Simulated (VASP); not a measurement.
Write the native input for VASP 6.6.1 that does the following.

| Quantity | Value |
| --- | --- |
| Task | single point |
| Functional | PBE |
| Potentials or basis | VASP PAW PBE potentials, release 64 (Li_sv, Si, Ni) |
| Cutoff | 520 eV |
| k mesh | 6 × 6 × 4 |
| Occupations | gaussian, width 0.1 eV |
| Spin | no spin polarisation |
| Dipole correction | no |
| Further INCAR settings | ALGO = Normal; EDIFF = 1e-07; NBANDS = 46 |

The structure of LiSi2Ni6 lies in POSCAR:

```
LiSi2Ni6
1.0
    3.9779394598      0.0000000000      0.0000000000
   -1.9889697299      3.4449966269      0.0000000000
    0.0000000000      0.0000000000      7.4027894387
Li Si Ni
1 2 6
Direct
    0.0000000000      0.0000000000      0.0000000000
    0.0000000000      0.0000000000      0.3268777027
    0.0000000000      0.0000000000      0.6731222973
    0.3333333333      0.6666666667      0.1715713526
    0.3333333333      0.6666666667      0.5000000000
    0.3333333333      0.6666666667      0.8284286474
    0.6666666667      0.3333333333      0.1715713526
    0.6666666667      0.3333333333      0.5000000000
    0.6666666667      0.3333333333      0.8284286474
```

These files were run (other wordings do the same):

INCAR

```
ALGO = Normal
EDIFF = 1E-7
ENCUT = 520
GGA = PE
ISIF = 2
ISMEAR = 0
LASPH = True
LCHARG = False
LREAL = False
LWAVE = False
NBANDS = 46
NELM = 60
PREC = Accurate
SIGMA = 0.1
```

KPOINTS

```
k-points
0
Gamma
  6 6 4
```

Potentials or basis: VASP PAW PBE potentials, release 64 (Li_sv, Si, Ni).

Command:

```console
$ cat potpaw_PBE.64/Li_sv/POTCAR potpaw_PBE.64/Si/POTCAR potpaw_PBE.64/Ni/POTCAR > POTCAR
$ mpirun -np 1 vasp_std > vasp.out
```

Results of the run:

```yaml
Largest_force: 0.023 eV/Å
Band_gap_on_the_k_mesh: zero (an odd number of electrons rules out a gap without spin polarisation)
```

Wall time 3.7 min on 1 thread of Oxide Virtual Turin-like Processor, on a shared host, peak memory 0.22 GiB.
